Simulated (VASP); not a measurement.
# Sn (I4/mmm) in VASP: notebook

The runs below take Sn through single point, relaxation of cell and atoms, with BLYP+D3(BJ), BLYP+D4, revPBE+D3(BJ).

All numbers are computed with VASP 6.6.1; they aren't measurements. Logs are shortened: lines on timing, memory, paths and dates and some standing lists are left out, and cuts for length are marked.

### Step 1. The cell of the first run

It takes space group I4/mmm (No. 139, tetragonal). The conventional cell has a = 4.055 Å, b = 4.055 Å, c = 3.342 Å, α = 90.00°, β = 90.00°, γ = 90.00°. Within 4.4 Å of Sn (site symmetry 4/mmm) lie 14 Sn at 3.32 to 4.06 Å.

### Step 2. Single point, BLYP+D3(BJ)

File INCAR:

```
AGGAC = 1.0
AGGAX = 1.0
ALDAC = 0.0
ALDAX = 1.0
ALGO = Normal
EDIFF = 1E-6
ENCUT = 520
GGA = B5
ISIF = 2
ISMEAR = -1
IVDW = 12
LASPH = T
LCHARG = T
LELF = T
LREAL = F
LVHAR = T
LWAVE = F
NBANDS = 13
NELM = 60
PREC = Accurate
SIGMA = 0.05
VDW_A1 = 0.4298
VDW_A2 = 4.2359
VDW_S6 = 1.0
VDW_S8 = 2.6996
```

File KPOINTS:

```
k-points
0
Gamma
  10 10 10
```

File POSCAR:

```
Sn
1.0
   -2.0276238339      2.0276238339      1.6708992477
    2.0276238339     -2.0276238339      1.6708992477
    2.0276238339      2.0276238339     -1.6708992477
Sn
1
Direct
    0.0000000000      0.0000000000      0.0000000000
```

Potentials or basis: VASP PAW PBE potentials, release 64 (Sn_d).

The run is started by

```bash
> cat potpaw_PBE.64/Sn_d/POTCAR > POTCAR
> mpirun -np 1 vasp_std > vasp.out
```

OUTCAR:

```text
EDIFF = 1E-6
   ENCUT = 520
   GGA = B5
   ISIF = 2
   ISMEAR = -1
   IVDW = 12
   LASPH = T
   LREAL = F
   NELM = 60
   PREC = Accurate
 IVDW          = 12

 ion  position               nearest neighbor table
   1  0.000  0.000  0.000-

  LATTYP: Found a body centered tetragonal cell.
 ALAT       =     4.0552476678
 C/A-ratio  =     0.8240676696

  Lattice vectors:

 A1 = (  -2.0276238339,   2.0276238339,   1.6708992477)
 A2 = (   2.0276238339,  -2.0276238339,   1.6708992477)
 A3 = (   2.0276238339,   2.0276238339,  -1.6708992477)

Analysis of symmetry for initial positions (statically):
=====================================================================
 Subroutine PRICEL returns:
 Original cell was already a primitive cell.

 Routine SETGRP: Setting up the symmetry group for a
 body centered tetragonal supercell.

 Subroutine GETGRP returns: Found 16 space group operations
 (whereof 16 operations were pure point group operations)
 out of a pool of 16 trial point group operations.

The static configuration has the point symmetry D_4h.

Analysis of symmetry for dynamics (positions and initial velocities):
=====================================================================
 Subroutine PRICEL returns:
 Original cell was already a primitive cell.

 Routine SETGRP: Setting up the symmetry group for a
 body centered tetragonal supercell.

 Subroutine GETGRP returns: Found 16 space group operations
 (whereof 16 operations were pure point group operations)
 out of a pool of 16 trial point group operations.

The dynamic configuration has the point symmetry D_4h.

 Subroutine INISYM returns: Found 16 space group operations
 (whereof 16 operations are pure point group operations),
 and found     1 'primitive' translations

----------------------------------------------------------------------------------------

                                     Primitive cell

  volume of cell :      27.4780

  direct lattice vectors                    reciprocal lattice vectors
    -2.027623834  2.027623834  1.670899248     0.000000000  0.246594063  0.299240065
     2.027623834 -2.027623834  1.670899248     0.246594063  0.000000000  0.299240065
     2.027623834  2.027623834 -1.670899248     0.246594063  0.246594063  0.000000000

  length of vectors
     3.318798144  3.318798144  3.318798144     0.387754109  0.387754109  0.348736669

  position of ions in fractional coordinates (direct lattice)
     0.000000000  0.000000000  0.000000000

  ion indices of the primitive-cell ions
   primitive index   ion index
                 1           1

----------------------------------------------------------------------------------------

 KPOINTS: k-points

Automatic generation of k-mesh.
 Grid dimensions read from file:
 generate k-points for:   10   10   10

 Generating k-lattice:

  Cartesian coordinates                     Fractional coordinates (reciprocal lattice)
     0.000000000  0.024659406  0.029924007     0.100000000  0.000000000 -0.000000000
     0.024659406  0.000000000  0.029924007     0.000000000  0.100000000 -0.000000000
     0.024659406  0.024659406  0.000000000     0.000000000  0.000000000  0.100000000

  Length of vectors
     0.038775411  0.038775411  0.034873667

  Shift w.r.t. Gamma in fractional coordinates (k-lattice)
     0.000000000  0.000000000  0.000000000

 Subroutine IBZKPT returns following result:
 ===========================================

 Found    102 irreducible k-points:

 Following reciprocal coordinates:
            Coordinates               Weight
  0.000000  0.000000  0.000000      1.000000
  0.100000  0.000000  0.000000      8.000000
  0.200000  0.000000  0.000000      8.000000
  0.300000 -0.000000  0.000000      8.000000
  0.400000 -0.000000  0.000000      8.000000
  0.500000 -0.000000  0.000000      4.000000
[... 16 lines left out ...]
  0.300000  0.300000  0.000000      8.000000
  0.400000  0.300000  0.000000     16.000000
 [... further k-points ...]
   k-points           NKPTS =    102   k-points in BZ     NKDIM =    102   number of bands    NBANDS=     13
   number of dos      NEDOS =    301   number of ions     NIONS =      1
   total plane-waves  NPLWV =  21952
   dimension x,y,z NGX =    28 NGY =   28 NGZ =   28
   dimension x,y,z NGXF=    56 NGYF=   56 NGZF=   56
   ions per type =               1
   NGX,Y,Z   is equivalent  to a cutoff of  14.03, 14.03, 14.03 a.u.
   NGXF,Y,Z  is equivalent  to a cutoff of  28.05, 28.05, 28.05 a.u.
 SYSTEM =  unknown system
   PREC   = accura    normal or accurate (medium, high low for compatibility)
   ISTART =      0    job   : 0-new  1-cont  2-samecut
   ICHARG =      2    charge: 1-file 2-atom 10-const
   ISPIN  =      1    spin polarized calculation?
   LNONCOLLINEAR =      F non collinear calculations
   LSORBIT =      F    spin-orbit coupling
   LASPH  =      T    aspherical Exc in radial PAW
   ENCUT  =  520.0 eV  38.22 Ry    6.18 a.u.   6.17  6.17  6.17*2*pi/ulx,y,z
   NELM   =     60;   NELMIN=  2; NELMDL= -5     # of ELM steps
   EDIFF  = 0.1E-05   stopping-criterion for ELM
   LREAL  =      F    real-space projection
   EDIFFG = 0.1E-04   stopping-criterion for IOM
   NSW    =      0    number of steps for IOM
   IBRION =     -1    ionic relax: 0-MD 1-quasi-New 2-CG
   NFREE  =      0    steps in history (QN), initial steepest desc. (CG)
   ISIF   =      2    stress and relaxation
   ISYM   =      2    0-nonsym 1-usesym 2-fastsym
   POTIM  = 0.5000    time-step for ionic-motion
   TEBEG  =    0.0;   TEEND  =   0.0 temperature during run
   PSTRESS=    0.0 pullay stress
   NELECT =      14.0000    total number of electrons
   NUPDOWN=      -1.0000    fix difference up-down
   EMIN   =  10.00;   EMAX   =-10.00  energy-range for DOS
   EFERMI =   0.00;   METHOD = LEGACY
   ISMEAR =    -1;   SIGMA  =   0.05  broadening in eV -4-tet -1-fermi 0-gaus
   EFERMI_NEDOS =   21; number of points for ismear=-14 and -15
   IALGO  =     38    algorithm
   IMIX   =      4    mixing-type and parameters
     AMIX     =   0.40;   BMIX     =  1.00
     AMIX_MAG =   1.60;   BMIX_MAG =  1.00
  volume/ion in A,a.u.               =      27.48       185.43
  Fermi-wavevector in a.u.,A,eV,Ry     =   1.307543  2.470897 23.261439  1.709668
  Thomas-Fermi vector in A             =   2.438270
   LORBIT       =      0    0 simple, 1 ext, 2 COOP (PROOUT), +10 PAW based schemes
   GGA     = B5    functional components
   LHFCALC =     F    Hartree Fock is set to
   AEXX    =    0.0000 exact exchange contribution
   IVDW    =    12    specifies the selected vdW correction
   LEPSILON=     F    determine dielectric tensor
   LRPA    =     F    only Hartree local field effects (RPA)
 non-spin polarized calculation
  energy-cutoff  :      520.00
  volume of cell :       27.48
 maximum number of plane-waves:       754
 NGX is ok and might be reduce to    28
   NGX = 13   NGY = 13   NGZ = 13

 number of electron      14.0000001 magnetization

 Free energy of the ion-electron system (eV)
  ---------------------------------------------------
  ext. energy  EPLUGINS =         0.00000000
  ---------------------------------------------------
  free energy    TOTEN  =        -2.90576050 eV

  energy without entropy =       -2.90045871  energy(sigma->0) =       -2.90310961

 E-fermi :   8.3823     XC(G=0):  -9.6914

 val. band max:        8.3488123418   @ k =  -0.3000  -0.4000   0.3000
 cond. band min:       8.3951942692   @ k =   0.5000   0.2000   0.0000
 fundamental gap:      0.0463819274
 Fermi energy:         8.3823362965

 k-point     1 :       0.0000    0.0000    0.0000
  band No.  band energies     occupation
      1     -13.1440      2.00000
      2     -13.0726      2.00000
      3     -13.0726      2.00000
      4     -13.0627      2.00000
      5     -12.9515      2.00000
      6      -2.6107      2.00000
      7      15.0224      0.00000
      8      15.0225      0.00000
      9      17.3195      0.00000
     10      18.8241      0.00000
     11      20.1769      0.00000
     12      21.0974      0.00000
     13      21.0974      0.00000

 k-point     2 :       0.1000    0.0000    0.0000
  band No.  band energies     occupation
      1     -13.1349      2.00000
      2     -13.0727      2.00000
      3     -13.0683      2.00000
      4     -13.0510      2.00000
      5     -12.9567      2.00000
      6      -2.3766      2.00000
      7      14.3609      0.00000
      8      14.4247      0.00000
      9      15.9652      0.00000
     10      19.2117      0.00000
     11      19.4841      0.00000
     12      20.3377      0.00000
     13      21.1305      0.00000

 k-point     3 :       0.2000    0.0000    0.0000
  band No.  band energies     occupation
      1     -13.1323      2.00000
      2     -13.0771      2.00000
      3     -13.0355      2.00000
      4     -13.0182      2.00000
      5     -12.9691      2.00000
      6      -1.6731      2.00000
      7      12.1906      0.00000
      8      13.2154      0.00000
      9      14.2335      0.00000
     10      17.9847      0.00000
     11      17.9950      0.00000
     12      21.4821      0.00000
     13      22.0838      0.00000

 k-point     4 :       0.3000   -0.0000    0.0000
  band No.  band energies     occupation
      1     -13.1469      2.00000
      2     -13.0874      2.00000
      3     -12.9829      2.00000
      4     -12.9762      2.00000
      5     -12.9756      2.00000
      6      -0.5036      2.00000
      7       9.0665      0.00000
      8      12.2205      0.00000
      9      13.3852      0.00000
     10      16.8266      0.00000
     11      16.8916      0.00000
     12      21.6452      0.00000
     13      24.5964      0.00000

 k-point     5 :       0.4000   -0.0000    0.0000
  band No.  band energies     occupation
      1     -13.1619      2.00000
      2     -13.0995      2.00000
      3     -12.9895      2.00000
      4     -12.9429      2.00000
      5     -12.9243      2.00000
      6       1.0905      2.00000
      7       6.1841      2.00000
      8      11.5678      0.00000
      9      12.8899      0.00000
     10      16.1040      0.00000
     11      16.2333      0.00000
     12      22.0459      0.00000
     13      25.6274      0.00000
[... 257 lines left out ...]
 k-point    22 :      -0.2000    0.2000    0.0000
  band No.  band energies     occupation
      1     -13.1095      2.00000
      2     -13.0810      2.00000
      3     -13.0765      2.00000
      4     -13.0177      2.00000
      5     -12.9665      2.00000
      6      -1.8668      2.00000
      7      10.1837      0.00000
      8      15.4457      0.00000
      9      15.7124      0.00000
     10      19.5960      0.00000
     11      19.9488      0.00000
     12      20.1135      0.00000
     13      20.6665      0.00000

 k-point    23 :       0.3000    0.3000    0.0000
  band No.  band energies     occupation
      1     -13.1314      2.00000
      2     -13.0467      2.00000
      3     -12.9934      2.00000
      4     -12.9856      2.00000
      5     -12.9338      2.00000
      6       3.0832      2.00000
      7       5.5132      2.00000
      8       7.0080      2.00000
      9      12.1664      0.00000
     10      17.5609      0.00000
     11      18.9995      0.00000
     12      23.8970      0.00000
     13      24.4699      0.00000

 k-point    24 :       0.4000    0.3000    0.0000
  band No.  band energies     occupation
      1     -13.1173      2.00000
      2     -13.0361      2.00000
      3     -13.0104      2.00000
      4     -12.9810      2.00000
      5     -12.9597      2.00000
      6       2.2965      2.00000
      7       5.9204      2.00000
      8       7.3345      2.00000
      9      12.7704      0.00000
     10      17.7194      0.00000
     11      19.9056      0.00000
     12      24.2351      0.00000
     13      24.7951      0.00000

 [... further k-points ...]

------------------------ aborting loop because EDIFF is reached ----------------------------------------

 Edisp (eV)   -0.90985

 E8    (eV) :    -0.6989

  FORCE on cell =-STRESS in cart. coord.  units (eV):
  Direction    XX          YY          ZZ          XY          YZ          ZX
  --------------------------------------------------------------------------------------
  -------------------------------------------------------------------------------------
  Total      -0.01651    -0.01651    -0.00862     0.00000     0.00000     0.00000
  in kB      -0.96244    -0.96244    -0.50259     0.00000     0.00000     0.00000
  external pressure =       -0.81 kB  Pullay stress =        0.00 kB

 VOLUME and BASIS-vectors are now :
 -----------------------------------------------------------------------------
  energy-cutoff  :      520.00
  volume of cell :       27.48
      direct lattice vectors                 reciprocal lattice vectors
    -2.027623834  2.027623834  1.670899248     0.000000000  0.246594063  0.299240065
     2.027623834 -2.027623834  1.670899248     0.246594063  0.000000000  0.299240065
     2.027623834  2.027623834 -1.670899248     0.246594063  0.246594063  0.000000000

 POSITION                                       TOTAL-FORCE (eV/Angst)
 -----------------------------------------------------------------------------------
      0.00000      0.00000      0.00000         0.000000      0.000000      0.000000
 -----------------------------------------------------------------------------------
    total drift:                               -0.000000     -0.000000     -0.000000

  FREE ENERGIE OF THE ION-ELECTRON SYSTEM (eV)
  ---------------------------------------------------
  free  energy   TOTEN  =        -3.8156061663 eV

  energy  without entropy=       -3.8103043804  energy(sigma->0) =       -3.81295527
```

It took 29 s on 1 thread of Intel Xeon Platinum 8488C (Sapphire Rapids), shared host; peak memory 0.17 GiB.

What came out:

* Free energy: -3.8156 eV
* Pressure: -0.1 GPa
* Band gap on the k mesh: zero (band 7 reaches 15.02 eV, above the bottom of band 8 at 6.49 eV)
* Dispersion energy per atom: -0.910 eV

Levels at points of the mesh, in eV from the Fermi level:
| k point | band 4 | band 5 | band 6 | band 7 | band 8 | band 9 | band 10 | band 11 |
| --- | --- | --- | --- | --- | --- | --- | --- | --- |
| (0.00, 0.00, 0.00) | -21.45 | -21.33 | -10.99 | 6.64 | 6.64 | 8.94 | 10.44 | 11.79 |
| (0.50, 0.00, 0.00) | -21.31 | -21.29 | -5.90 | -4.03 | 2.96 | 4.34 | 7.48 | 7.63 |
| (0.50, 0.50, 0.00) | -21.38 | -21.29 | -7.32 | -4.50 | 5.50 | 7.52 | 10.44 | 11.02 |
| (0.50, 0.50, 0.50) | -21.31 | -21.28 | -3.56 | -1.51 | -1.51 | 2.35 | 3.51 | 6.27 |

Caveat: the PAW data sets were made with another functional, which shifts forces and pressure a little; spin-orbit coupling is left out, which moves the levels of the heavy elements; pairwise dispersion overbinds metals, which lowers pressure and volume.

(Continued in part 2 of 2.)
